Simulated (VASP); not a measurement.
Here is a VASP 6.6.1 calculation.

INCAR

```
SYSTEM = ZnCu
ALGO     = Fast           ! electronic algorithm
EDIFF    = 1E-7           ! SCF threshold, eV
ENCUT    = 520            ! plane-wave cutoff, eV
GGA      = PS             ! functional
ISIF     = 2              ! what is computed and relaxed
ISMEAR   = 0              ! smearing method
LASPH    = .TRUE.         ! aspherical terms in the spheres
LCHARG   = .FALSE.        ! write CHGCAR
LREAL    = .FALSE.        ! projectors in reciprocal space
LWAVE    = .FALSE.        ! write WAVECAR
NBANDS   = 18             ! bands
NELM     = 100            ! most SCF steps
PREC     = Accurate       ! precision mode
SIGMA    = 0.15           ! smearing width, eV
```

The input KPOINTS:

```
k-points
0
G
  16 16 16
  0 0 0
```

File POSCAR:

```
ZnCu
1.0
    3.1258116152      0.0000000000      0.0000000000
    0.0000000000      3.1258116152      0.0000000000
    0.0000000000      0.0000000000      2.9077317351
Zn Cu
1 1
Direct
    0.5000000000      0.5000000000      0.5000000000
    0.0000000000      0.0000000000      0.0000000000
```

Potentials or basis: VASP PAW PBE potentials, release 64 (Zn, Cu).

Command:

```console
$ cat potpaw_PBE.64/Zn/POTCAR potpaw_PBE.64/Cu/POTCAR > POTCAR
$ mpirun -np 1 vasp_std > vasp.out
```

Q: What does it give for the pressure?

A: -13.1 GPa.

Q: Predict the band gap on the k mesh.

A: Zero (an odd number of electrons rules out a gap without spin polarisation).

Stress tensor (GPa, compression positive):
```
-13.45   0.00   0.00
  0.00 -13.45   0.00
  0.00   0.00 -12.44
```

Caveat: the cell differs from its parent crystal (normal strain along x +0.0750, normal strain along y +0.0750); the cell stands under tension; the PAW data sets were made with another functional, which shifts forces and pressure a little.
